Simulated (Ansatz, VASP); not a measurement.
# Sr in VASP and in Ansatz

INCAR

```
ALGO = Fast ; EDIFF = 1E-6
ENCUT = 520 ; GGA = PS
ISIF = 2 ; ISMEAR = 0
LASPH = True ; LCHARG = True
LELF = True ; LREAL = False
LVHAR = True ; LWAVE = False
NBANDS = 11 ; NELM = 100
PREC = Accurate ; SIGMA = 0.15
```

Contents of KPOINTS:

```
k-points
0
Gamma
  16 16 16
```

Contents of POSCAR:

```
Sr
1.0
   -2.2820123700      2.2820123700      2.7384148440
    2.2820123700     -2.2820123700      2.7384148440
    2.2820123700      2.2820123700     -2.7384148440
Sr
1
Direct
    0.0000000000      0.0000000000      0.0000000000
```

Input for Ansatz:

```yaml
crystal:
  lattice:
    - [-2.28201237, 2.28201237, 2.738414844]
    - [2.28201237, -2.28201237, 2.738414844]
    - [2.28201237, 2.28201237, -2.738414844]
  atoms:
    - { symbol: Sr, position: [0.0, 0.0, 0.0] }
basis:
  ecutwfc: 420
kpoints:
  mp_grid: { grid: [16, 16, 16] }
hamiltonian:
  xc: pbesol
scf:
  occupations: { method: gaussian, width: 0.15 }
output:
  forces: true
  stress: true
  eigenvalues: true
```

Alike in both runs: task single point; functional PBEsol; k mesh 16 × 16 × 16; occupations gaussian, width 0.15 eV; no spin polarisation.

|  | VASP | Ansatz |
| --- | --- | --- |
| version | VASP 6.6.1 | Ansatz 0.2.0 |
| potentials or method | VASP PAW PBE potentials, release 64 (Sr_sv), cutoff 520 eV | scalar-relativistic, plane waves, PAW |
| valence electrons in the cell | 10 | 10 |

|  | VASP | Ansatz | Ansatz less VASP |
| --- | --- | --- | --- |
| gap on the k mesh at the Fermi level (eV) | none | none | - |
| pressure (GPa) | -1.0 | -1.0 | -0.01 |
| traceless stress, the component that is largest in VASP (GPa) | 0.14 | 0.14 | +0.002 |

VASP's potentials were made for PBE, not for PBEsol. A gap of «none» marks a metal or a gap that the smearing closes. With one functional, cell and mesh, what is left measures potentials, basis and numerics.
